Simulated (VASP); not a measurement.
Wanted: the native input for a VASP 6.6.1 run.

- Task: single point
- Functional: revPBE
- Potentials or basis: VASP PAW PBE potentials, release 64 (Pd)
- Cutoff: 520 eV
- k mesh: 13 × 13 × 13
- Occupations: fermi-dirac, width 0.05 eV
- Spin: collinear spin, ferromagnetic start
- Starting moments: [0.5] μB
- Dipole correction: no
- Further INCAR settings: ALGO = Normal; EDIFF = 1e-06; NBANDS = 15

The structure of Pd lies in POSCAR:

```
Pd
1.0
    2.7369676922      0.0000000000      0.0000000000
    0.0000000000      2.7369676922      0.0000000000
    0.0000000000      0.0000000000      2.7369676922
Pd
1
Direct
    0.0000000000      0.0000000000      0.0000000000
```

This cell differs from its parent crystal: volume scaled by 1.12.

These files were run (other wordings do the same):

INCAR

```
SYSTEM = Pd
PREC     = Accurate       ! precision mode
ENCUT    = 520            ! plane-wave cutoff, eV
EDIFF    = 1E-6           ! SCF threshold, eV
ISMEAR   = -1             ! smearing method
SIGMA    = 0.05           ! smearing width, eV
LREAL    = .False.        ! projectors in reciprocal space
LASPH    = .True.         ! aspherical terms in the spheres
NELM     = 150            ! most SCF steps
ALGO     = Normal         ! electronic algorithm
ISIF     = 2              ! what is computed and relaxed
LWAVE    = .False.        ! write WAVECAR
LCHARG   = .False.        ! write CHGCAR
ISPIN    = 2              ! spin polarisation
MAGMOM   = 0.5            ! initial moments
LORBIT   = 11             ! projections on sites
LMAXMIX  = 4              ! l up to which the mixer works
GGA      = RE             ! functional
NBANDS   = 15             ! bands
```

KPOINTS

```
regular mesh
0
Gamma
  13 13 13
  0 0 0
```

Potentials or basis: VASP PAW PBE potentials, release 64 (Pd).

Command:

```sh
$ cat potpaw_PBE.64/Pd/POTCAR > POTCAR
$ mpirun -np 1 vasp_std > vasp.out
```

Results of the run:

- Pressure: -9.3 GPa
- Band gap on the k mesh: zero (filled and empty bands overlap)
- Net moment: 0.00 μB per cell
- Valence electrons inside the program's atomic spheres: Pd 9.16

Caveat: the PAW data sets were made with another functional, which shifts forces and pressure a little.

Wall time 84 s on 1 thread of AMD EPYC 7R13, on a shared host, peak memory 0.13 GiB.
